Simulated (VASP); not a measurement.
# Mg32HS32 (a cell with a defect) in VASP: settings compared

The runs below take Mg32HS32 (a cell with a defect) through single point, with PBEsol, HSE06.

Everything below comes from runs of VASP 6.6.1. Logs are shortened: lines on timing, memory, paths and dates and some standing lists are left out, and cuts for length are marked.

### 1 The cell of the first run

The cell holds a defect, 65 atoms: a = 10.364 Å, b = 10.364 Å, c = 10.364 Å, α = 90.00°, β = 90.00°, γ = 90.00°.

### 2 Single point, PBEsol

File INCAR:

```
PREC = Accurate
ENCUT = 400
EDIFF = 1E-6
ISMEAR = -1
SIGMA = 0.05
LREAL = Auto
LASPH = T
NELM = 120
ALGO = Normal
ISIF = 2
LWAVE = F
LCHARG = F
GGA = PS
NELECT = 256.0
ISYM = -1
NBANDS = 166
GGA_COMPAT = F
```

File KPOINTS:

```
explicit points
1
Reciprocal
  0.25000000   0.25000000   0.25000000 1
```

File POSCAR:

```
Mg32HS32
1.0
   10.3639610000      0.0000000000      0.0000000000
    0.0000000000     10.3639610000      0.0000000000
    0.0000000000      0.0000000000     10.3639610000
S Mg H
32 32 1
Direct
    0.2509620000      0.0014500000      0.0029180000
    0.2509650000      0.0015700000      0.5004380000
    0.2484130000      0.4993590000      0.0045900000
    0.2484770000      0.4995380000      0.4992840000
    0.7507930000      0.0000820000      0.0027310000
    0.7508030000      0.0000910000      0.5007380000
    0.7481790000      0.4992780000      0.0030000000
    0.7481370000      0.4992550000      0.5006750000
    0.0014090000      0.2510160000      0.0029200000
    0.0015300000      0.2510170000      0.5004320000
    0.0000400000      0.7508390000      0.0027420000
    0.0000490000      0.7508500000      0.5007300000
    0.4993050000      0.2484710000      0.0045830000
    0.4994870000      0.2485320000      0.4993090000
    0.4992230000      0.7482300000      0.0030110000
    0.4992020000      0.7481860000      0.5006760000
    0.0061670000      0.0062230000      0.2518210000
    0.0009360000      0.0009840000      0.7516850000
    0.9965290000      0.5018660000      0.2517910000
    0.9991470000      0.5004430000      0.7517740000
    0.5017900000      0.9965890000      0.2517890000
    0.5003910000      0.9991970000      0.7517740000
    0.4905300000      0.4906260000      0.2514580000
    0.4983440000      0.4984000000      0.7518240000
    0.2523540000      0.2523710000      0.2526230000
    0.2507360000      0.2507910000      0.7518900000
    0.2498800000      0.7548280000      0.2518810000
    0.2497640000      0.7501780000      0.7518250000
    0.7547930000      0.2499420000      0.2518820000
    0.7501350000      0.2498190000      0.7518250000
    0.7485970000      0.7486540000      0.2517780000
    0.7496160000      0.7496670000      0.7517550000
    0.0006360000      0.0006910000      0.0010930000
    0.0007190000      0.0007750000      0.5023500000
    0.9981150000      0.5009780000      0.0004690000
    0.9981550000      0.5009740000      0.5030850000
    0.5009260000      0.9981770000      0.0004640000
    0.5009170000      0.9982090000      0.5030830000
    0.4985890000      0.4986410000      0.0002480000
    0.4986160000      0.4986690000      0.5032250000
    0.2496330000      0.2496680000      0.9951020000
    0.2499620000      0.2500030000      0.5088340000
    0.2496270000      0.7507920000      0.9997500000
    0.2496660000      0.7510380000      0.5039400000
    0.7507440000      0.2496770000      0.9997440000
    0.7509920000      0.2497150000      0.5039490000
    0.7496640000      0.7497150000      0.0009530000
    0.7496900000      0.7497380000      0.5025940000
    0.2551630000      0.9938960000      0.2515830000
    0.2506250000      0.9997260000      0.7517200000
    0.2359790000      0.5210720000      0.2520870000
    0.2485070000      0.5013140000      0.7519010000
    0.7537260000      0.9977780000      0.2517300000
    0.7508090000      0.9993130000      0.7517680000
    0.7481310000      0.5002770000      0.2518340000
    0.7487750000      0.5001810000      0.7518330000
    0.9938560000      0.2552170000      0.2515780000
    0.9996750000      0.2506720000      0.7517180000
    0.9977230000      0.7537920000      0.2517340000
    0.9992620000      0.7508560000      0.7517650000
    0.5210200000      0.2360470000      0.2521080000
    0.5012630000      0.2485590000      0.7519180000
    0.5002180000      0.7482030000      0.2518450000
    0.5001170000      0.7488290000      0.7518420000
    0.3507130000      0.3507690000      0.2502820000
```

Potentials or basis: VASP PAW PBE potentials, release 64 (S, Mg, H).

On the command line:

```
$ cat potpaw_PBE.64/S/POTCAR potpaw_PBE.64/Mg/POTCAR potpaw_PBE.64/H/POTCAR > POTCAR
$ mpirun -np 1 vasp_std > vasp.out
```

OUTCAR:

```text
PREC = Accurate
   ENCUT = 400
   EDIFF = 1E-6
   ISMEAR = -1
   LREAL = Auto
   LASPH = T
   NELM = 120
   ISIF = 2
   GGA = PS
   NELECT = 256.0
   ISYM = -1

 ion  position               nearest neighbor table
   1  0.251  0.001  0.003-  41 2.57  49 2.58  37 2.59  33 2.59  43 2.60  50 2.60
   2  0.251  0.002  0.500-  42 2.58  49 2.58  38 2.59  34 2.59  44 2.60  50 2.60
   3  0.248  0.499  0.005-  51 2.58  41 2.59  39 2.59  35 2.59  43 2.61  52 2.62
   4  0.248  0.500  0.499-  51 2.57  42 2.59  40 2.59  36 2.59  44 2.61  52 2.62
   5  0.751  0.000  0.003-  53 2.58  45 2.59  33 2.59  37 2.59  47 2.59  54 2.60
   6  0.751  0.000  0.501-  53 2.58  46 2.59  38 2.59  34 2.59  48 2.59  54 2.60
[... 16 lines left out ...]
  23  0.491  0.491  0.251-  39 2.61  40 2.61  51 2.66  61 2.66  63 2.67  55 2.67
  24  0.498  0.498  0.752-  39 2.57  40 2.58  52 2.59  62 2.59  64 2.60  56 2.60
  25  0.252  0.252  0.253-  65 1.44  42 2.66  41 2.67  49 2.68  57 2.68  61 2.79  51 2.79
  26  0.251  0.251  0.752-  42 2.52  41 2.52  52 2.60  62 2.60  58 2.60  50 2.60
  27  0.250  0.755  0.252-  51 2.43  49 2.48  63 2.60  44 2.61  59 2.61  43 2.61
  28  0.250  0.750  0.752-  44 2.57  43 2.57  52 2.58  50 2.59  64 2.59  60 2.60
  29  0.755  0.250  0.252-  61 2.43  57 2.48  55 2.60  46 2.61  53 2.61  45 2.61
  30  0.750  0.250  0.752-  46 2.57  45 2.57  62 2.58  58 2.59  56 2.59  54 2.60
  31  0.749  0.749  0.252-  55 2.57  63 2.57  53 2.58  59 2.58  48 2.60  47 2.60
  32  0.750  0.750  0.752-  48 2.58  47 2.58  56 2.59  64 2.59  60 2.59  54 2.59
  33  0.001  0.001  0.001-  18 2.58   5 2.59  11 2.59   9 2.59   1 2.59  17 2.60  59 3.65  53 3.65
                            41 3.65  45 3.66  43 3.66
  34  0.001  0.001  0.502-  18 2.58   6 2.59  12 2.59  10 2.59   2 2.59  17 2.60  59 3.65  53 3.65
                            42 3.65  46 3.65  44 3.65
  35  0.998  0.501  0.000-  20 2.58  11 2.59   7 2.59   9 2.59   3 2.59  19 2.60  51 3.59  57 3.64
                            47 3.64  56 3.65  60 3.65  45 3.65  52 3.66  58 3.66
  36  0.998  0.501  0.503-  20 2.58  12 2.59  10 2.59   8 2.59   4 2.59  19 2.60  51 3.59  48 3.64
                            57 3.64  56 3.65  46 3.65  60 3.65  58 3.66
  37  0.501  0.998  0.000-  22 2.58   5 2.59  15 2.59   1 2.59  13 2.59  21 2.60  61 3.59  49 3.64
                            47 3.64  64 3.65  54 3.65  43 3.65  62 3.66  50 3.66
[... 22 lines left out ...]
  49  0.255  0.994  0.252-  27 2.48  21 2.56   1 2.58   2 2.58  17 2.58  25 2.68  63 3.60  43 3.63
                            44 3.63  37 3.64  38 3.64  59 3.65
  50  0.251  1.000  0.752-  28 2.59  18 2.59  22 2.59  26 2.60   1 2.60   2 2.60  42 3.61  41 3.62
                            44 3.64  43 3.64  38 3.66  37 3.66
  51  0.236  0.521  0.252-  65 2.13  27 2.43  19 2.49   4 2.57   3 2.58  23 2.66  25 2.79  59 3.45
                            44 3.54  43 3.54  36 3.59  35 3.59  63 3.61
  52  0.249  0.501  0.752-  28 2.58  20 2.58  24 2.59  26 2.60   4 2.62   3 2.62  42 3.62  41 3.63
                            43 3.64  44 3.65  39 3.65  60 3.66  40 3.66  35 3.66
  53  0.754  0.998  0.252-   5 2.58   6 2.58  31 2.58  21 2.61  29 2.61  17 2.62  61 3.45  59 3.58
                            33 3.65  34 3.65  57 3.65  47 3.66  48 3.66
  54  0.751  0.999  0.752-  32 2.59  18 2.59  22 2.60  30 2.60   5 2.60   6 2.60  60 3.64  46 3.65
                            45 3.65  38 3.65  37 3.65  48 3.66  47 3.66  62 3.66
  55  0.748  0.500  0.252-  31 2.57  19 2.57   7 2.58   8 2.58  29 2.60  23 2.67  57 3.60  61 3.61
                            63 3.63
  56  0.749  0.500  0.752-  32 2.59  30 2.59  20 2.59  24 2.60   8 2.60   7 2.60  64 3.64  35 3.65
                            36 3.65  46 3.65  45 3.65  39 3.65  47 3.65  40 3.66  48 3.66
  57  0.994  0.255  0.252-  29 2.48  19 2.56   9 2.58  10 2.58  17 2.58  25 2.68  55 3.60  45 3.63
                            46 3.63  35 3.64  36 3.64  53 3.65
  58  1.000  0.251  0.752-  30 2.59  18 2.59  20 2.59  26 2.60   9 2.60  10 2.60  42 3.61  41 3.62
[... 32 lines left out ...]
   TEBEG  =    0.0;   TEEND  =   0.0 temperature during run
   PSTRESS=    0.0 pullay stress
   NELECT =     256.0000    total number of electrons
   NUPDOWN=      -1.0000    fix difference up-down
   EMIN   =  10.00;   EMAX   =-10.00  energy-range for DOS
   EFERMI =   0.00;   METHOD = LEGACY
   ISMEAR =    -1;   SIGMA  =   0.05  broadening in eV -4-tet -1-fermi 0-gaus
   EFERMI_NEDOS =   21; number of points for ismear=-14 and -15
   IALGO  =     38    algorithm
   IMIX   =      4    mixing-type and parameters
     AMIX     =   0.40;   BMIX     =  1.00
     AMIX_MAG =   1.60;   BMIX_MAG =  1.00
  volume/ion in A,a.u.               =      17.13       115.57
  Fermi-wavevector in a.u.,A,eV,Ry     =   1.002988  1.895372 13.687255  1.005985
  Thomas-Fermi vector in A             =   2.135511
   LORBIT       =      0    0 simple, 1 ext, 2 COOP (PROOUT), +10 PAW based schemes
   GGA     = PS    functional components
   LHFCALC =     F    Hartree Fock is set to
   AEXX    =    0.0000 exact exchange contribution
   IVDW    =     0    specifies the selected vdW correction
   LEPSILON=     F    determine dielectric tensor
   LRPA    =     F    only Hartree local field effects (RPA)
 non-spin polarized calculation
  energy-cutoff  :      400.00
  volume of cell :     1113.21
 maximum number of plane-waves:     20186
 NGX is ok and might be reduce to    70
   NGX = 33   NGY = 33   NGZ = 33

 number of electron     255.9999972 magnetization

 Free energy of the ion-electron system (eV)
  ---------------------------------------------------
  ext. energy  EPLUGINS =         0.00000000
  ---------------------------------------------------
  free energy    TOTEN  =      -297.54236223 eV

  energy without entropy =     -297.54236223  energy(sigma->0) =     -297.54236223

 E-fermi :   4.9470     XC(G=0):  -9.8836

 val. band max:        3.7004757025   @ k =   0.2500   0.2500   0.2500
 cond. band min:       7.0516663607   @ k =   0.2500   0.2500   0.2500
 fundamental gap:      3.3511906582
 Fermi energy:         4.9470193149

 k-point     1 :       0.2500    0.2500    0.2500
  band No.  band energies     occupation
      1      -9.5696      2.00000
      2      -8.7125      2.00000
      3      -8.4292      2.00000
      4      -8.4054      2.00000
      5      -8.2644      2.00000
      6      -8.0904      2.00000
[... 132 lines left out ...]
    139       8.4525      0.00000
    140       8.4602      0.00000
 [bands above 140 left out]

------------------------ aborting loop because EDIFF is reached ----------------------------------------

  FORCE on cell =-STRESS in cart. coord.  units (eV):
  Direction    XX          YY          ZZ          XY          YZ          ZX
  --------------------------------------------------------------------------------------
  -------------------------------------------------------------------------------------
  Total       -6.5325654     -6.5330960     -8.7298738     -5.8464822     -2.6474244     -2.6471149
  in kB       -9.4019306     -9.4026942    -12.5643851     -8.4144921     -3.8102796     -3.8098342
  external PRESSURE =     -10.4563366 kB  Pullay stress =       0.0000000 kB

 VOLUME and BASIS-vectors are now :
 -----------------------------------------------------------------------------
  energy-cutoff  :      400.00
  volume of cell :     1113.21
      direct lattice vectors                 reciprocal lattice vectors
    10.363961000  0.000000000  0.000000000     0.096488206  0.000000000  0.000000000
     0.000000000 10.363961000  0.000000000     0.000000000  0.096488206  0.000000000
     0.000000000  0.000000000 10.363961000     0.000000000  0.000000000  0.096488206

 POSITION                                       TOTAL-FORCE (eV/Angst)
 -----------------------------------------------------------------------------------
      2.60096      0.01503      0.03024         0.001365      0.001159      0.003325
      2.60099      0.01627      5.18652         0.002335     -0.000827     -0.002861
      2.57454      5.17534      0.04757        -0.000206     -0.002053      0.000049
      2.57521      5.17719      5.17456         0.001177      0.000289     -0.001409
      7.78119      0.00085      0.02830        -0.000866     -0.002104      0.001254
      7.78129      0.00094      5.18963        -0.000677     -0.002224     -0.000265
[... 57 lines left out ...]
      5.18319      7.76083      7.79206        -0.001439     -0.001582     -0.000766
      3.63478      3.63536      2.59391        -0.024904     -0.025049     -0.000016
 -----------------------------------------------------------------------------------
    total drift:                                0.004533      0.003020      0.006790

  FREE ENERGIE OF THE ION-ELECTRON SYSTEM (eV)
  ---------------------------------------------------
  free  energy   TOTEN  =      -297.5423622336 eV

  energy  without entropy=     -297.5423622336  energy(sigma->0) =     -297.54236223
```

Run time: 4 min. Hardware: 1 thread of AMD EPYC 9R45 (Zen 5), shared host; peak memory 0.68 GiB.

What came out:

```
Free energy   : -297.5424 eV
Largest force : 0.037 eV/Å
```

Forces in eV/Å, atoms in the order of the input:
```
S    0.001  0.001  0.003
S    0.002 -0.001 -0.003
S    0.000 -0.002  0.000
S    0.001  0.000 -0.001
S   -0.001 -0.002  0.001
S   -0.001 -0.002  0.000
S   -0.004  0.002  0.002
S   -0.002  0.002 -0.002
S    0.001  0.001  0.003
S   -0.001  0.002 -0.003
S   -0.003  0.000  0.000
S   -0.003  0.000  0.000
S   -0.001  0.000  0.001
S    0.001  0.001 -0.002
S    0.002 -0.004  0.002
S    0.002 -0.001 -0.002
S    0.005  0.005 -0.002
S   -0.002 -0.001  0.002
S    0.000  0.002 -0.002
S   -0.003  0.001  0.001
S    0.004  0.001 -0.002
S    0.002 -0.003  0.001
S    0.004  0.001 -0.002
S    0.001  0.001  0.002
S    0.025  0.027 -0.001
S    0.001  0.001  0.001
S    0.003 -0.001 -0.001
S    0.002 -0.002  0.001
S   -0.003  0.003 -0.001
S   -0.002  0.002  0.002
S   -0.002 -0.002 -0.001
S   -0.002 -0.002  0.003
Mg   0.001  0.001 -0.005
Mg   0.001  0.000  0.008
Mg  -0.001  0.001  0.000
Mg   0.001  0.000  0.001
Mg   0.001 -0.002  0.000
Mg   0.001  0.000  0.001
Mg  -0.002 -0.001 -0.003
Mg  -0.001 -0.001  0.003
Mg   0.000  0.001 -0.011
Mg   0.000  0.000  0.008
Mg  -0.001  0.001  0.001
Mg  -0.002  0.002 -0.003
Mg   0.001 -0.001  0.001
Mg   0.002 -0.002 -0.004
Mg   0.000  0.001  0.001
Mg   0.001  0.001 -0.004
Mg   0.003 -0.012  0.001
Mg  -0.004  0.001 -0.002
Mg   0.000  0.000  0.002
Mg   0.001 -0.002  0.001
Mg  -0.002  0.006  0.002
Mg   0.004  0.002 -0.002
Mg   0.001 -0.004  0.000
Mg  -0.001 -0.002 -0.001
Mg  -0.012  0.003  0.001
Mg   0.002 -0.003 -0.002
Mg   0.005 -0.002  0.002
Mg   0.003  0.004 -0.002
Mg   0.000  0.000  0.002
Mg  -0.002  0.001  0.001
Mg  -0.004  0.001  0.000
Mg  -0.001 -0.002 -0.001
H   -0.025 -0.025  0.000
```

Levels at points of the mesh, in eV from the Fermi level:
| k point | band 125 | band 126 | band 127 | band 128 | band 129 | band 130 | band 131 | band 132 |
| --- | --- | --- | --- | --- | --- | --- | --- | --- |
| (0.25, 0.25, 0.25) | -1.48 | -1.47 | -1.26 | -1.25 | 2.10 | 2.11 | 2.21 | 2.59 |

Caveat: the cell carries a net charge on a neutralising background, which shifts energy and pressure; the cell is charged against a uniform background, so pressure and absolute levels hang on convention; the PAW data sets were made with another functional, which shifts forces and pressure a little.

### 3 Single point, HSE06

POSCAR is that of step 2.

File INCAR.step1:

```
ALGO     = Normal         # electronic algorithm
EDIFF    = 1E-5           # SCF threshold, eV
ENCUT    = 400            # plane-wave cutoff, eV
GGA      = PE             # functional
GGA_COMPAT= F            
ISIF     = 2              # what is computed and relaxed
ISMEAR   = -1             # smearing method
ISYM     = -1           
LASPH    = T              # aspherical terms in the spheres
LREAL    = Auto         
LWAVE    = T              # write WAVECAR
NBANDS   = 166            # bands
NELECT   = 256.0        
NELM     = 120            # most SCF steps
PREC     = Accurate       # precision mode
SIGMA    = 0.05           # smearing width, eV
```

File INCAR.step2:

```
ALGO     = Normal         # electronic algorithm
EDIFF    = 1E-6           # SCF threshold, eV
ENCUT    = 400            # plane-wave cutoff, eV
GGA      = PE             # functional
GGA_COMPAT= F            
HFSCREEN = 0.2079         # screening, 1/A
ISIF     = 2              # what is computed and relaxed
ISMEAR   = -1             # smearing method
ISTART   = 1            
ISYM     = -1           
LASPH    = T              # aspherical terms in the spheres
LCHARG   = T              # write CHGCAR
LELF     = T              # ELF
LHFCALC  = T              # exact exchange
LREAL    = Auto         
LVHAR    = T            
LWAVE    = F              # write WAVECAR
NBANDS   = 166            # bands
NELECT   = 256.0        
NELM     = 120            # most SCF steps
PREC     = Accurate       # precision mode
PRECFOCK = Fast         
SIGMA    = 0.05           # smearing width, eV
```

KPOINTS is that of step 2.

Potentials or basis: VASP PAW PBE potentials, release 64 (S, Mg, H).

On the command line:

```
$ cat potpaw_PBE.64/S/POTCAR potpaw_PBE.64/Mg/POTCAR potpaw_PBE.64/H/POTCAR > POTCAR
$ cp INCAR.step1 INCAR
$ mpirun -np 1 vasp_std > vasp.out
$ cp INCAR.step2 INCAR
$ mpirun -np 1 vasp_std > vasp.out
```

Run time: 19 min. Hardware: 1 thread of AMD EPYC 9R45 (Zen 5), shared host; peak memory 0.98 GiB.

It converged, with:

```
Free energy   : -324.2765 eV
Largest force : 0.544 eV/Å
```

Forces in eV/Å, atoms in the order of the input:
```
S    0.002  0.006  0.007
S    0.004  0.002 -0.003
S   -0.006 -0.004  0.003
S   -0.004 -0.002 -0.005
S    0.000 -0.001  0.005
S    0.000 -0.001 -0.003
S   -0.001 -0.001  0.001
S    0.000 -0.001 -0.002
S    0.006  0.002  0.007
S    0.002  0.004 -0.003
S   -0.001  0.001  0.004
S   -0.002  0.000 -0.002
S   -0.003 -0.006  0.004
S   -0.001 -0.004 -0.007
S   -0.001 -0.001  0.000
S   -0.001  0.001 -0.002
S    0.008  0.008 -0.004
S   -0.002 -0.001  0.003
S    0.033 -0.007 -0.002
S    0.001 -0.001  0.001
S   -0.005  0.033 -0.002
S    0.000  0.001  0.001
S    0.052  0.049  0.002
S    0.001  0.000  0.002
S    0.346  0.348 -0.014
S    0.000  0.000  0.001
S   -0.001 -0.025 -0.002
S    0.002 -0.004  0.002
S   -0.027 -0.002 -0.002
S   -0.005  0.002  0.002
S    0.004  0.004 -0.001
S   -0.002 -0.002  0.003
Mg   0.000  0.000 -0.005
Mg   0.000 -0.001  0.007
Mg  -0.002  0.001 -0.005
Mg  -0.001  0.001  0.006
Mg   0.001 -0.003 -0.005
Mg   0.001 -0.002  0.006
Mg   0.001  0.001  0.004
Mg   0.001  0.002 -0.003
Mg  -0.002 -0.002 -0.047
Mg  -0.004 -0.004  0.043
Mg   0.000  0.002 -0.005
Mg  -0.001  0.003  0.003
Mg   0.003  0.001 -0.005
Mg   0.003 -0.001  0.003
Mg  -0.001 -0.001  0.003
Mg   0.000  0.000 -0.005
Mg   0.007 -0.065  0.001
Mg  -0.004 -0.001 -0.002
Mg   0.000  0.049  0.002
Mg   0.000  0.000  0.002
Mg   0.001 -0.004  0.002
Mg   0.003  0.001 -0.002
Mg  -0.002  0.005  0.000
Mg  -0.001 -0.001  0.000
Mg  -0.064  0.007  0.002
Mg  -0.001 -0.004 -0.002
Mg  -0.004  0.000  0.002
Mg   0.002  0.004 -0.002
Mg   0.049  0.000  0.001
Mg   0.001  0.000  0.001
Mg   0.005 -0.003 -0.001
Mg  -0.001 -0.001 -0.001
H   -0.385 -0.385  0.009
```

Levels at points of the mesh, in eV from the Fermi level:
```
           k point  band 125  band 126  band 127  band 128  band 129  band 130  band 131  band 132
(0.25, 0.25, 0.25)     -1.49     -1.49     -1.26     -1.25      3.20      3.20      3.31      3.70
```

Caveat: the cell carries a net charge on a neutralising background, which shifts energy and pressure; the cell is charged against a uniform background, so pressure and absolute levels hang on convention; the PAW data sets were made with another functional, which shifts forces and pressure a little.
